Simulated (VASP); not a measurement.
A run of VASP 6.6.1 is set up as follows.

Contents of INCAR:

```
PREC = Accurate
ENCUT = 520
EDIFF = 1E-6
ISMEAR = -1
SIGMA = 0.1
LREAL = F
LASPH = T
NELM = 100
ALGO = Normal
ISIF = 2
LWAVE = F
LCHARG = T
GGA = PS
LELF = T
LVHAR = T
NBANDS = 12
```

The input KPOINTS:

```
Automatic mesh
0
Gamma
  9 9 13
```

Contents of POSCAR:

```
Al
1.0
    4.3642299828      0.0000000000      0.0000000000
   -2.1821149914      3.7795340330      0.0000000000
    0.0000000000      0.0000000000      2.6954420673
Al
3
Direct
    0.0000000000      1.0000000000      0.0000000000
    0.3333333333      0.6666666667      0.5000000000
    0.6666666667      0.3333333333      0.5000000000
```

Potentials or basis: VASP PAW PBE potentials, release 64 (Al).

Run with:

```console
$ cat potpaw_PBE.64/Al/POTCAR > POTCAR
$ mpirun -np 1 vasp_std > vasp.out
```

Task: Predict the pressure.

Result: 12.2 GPa.

Stress tensor (GPa, compression positive):
```
13.58  0.00  0.00
 0.00 13.58  0.00
 0.00  0.00  9.47
```

Caveat: the PAW data sets were made with another functional, which shifts forces and pressure a little.
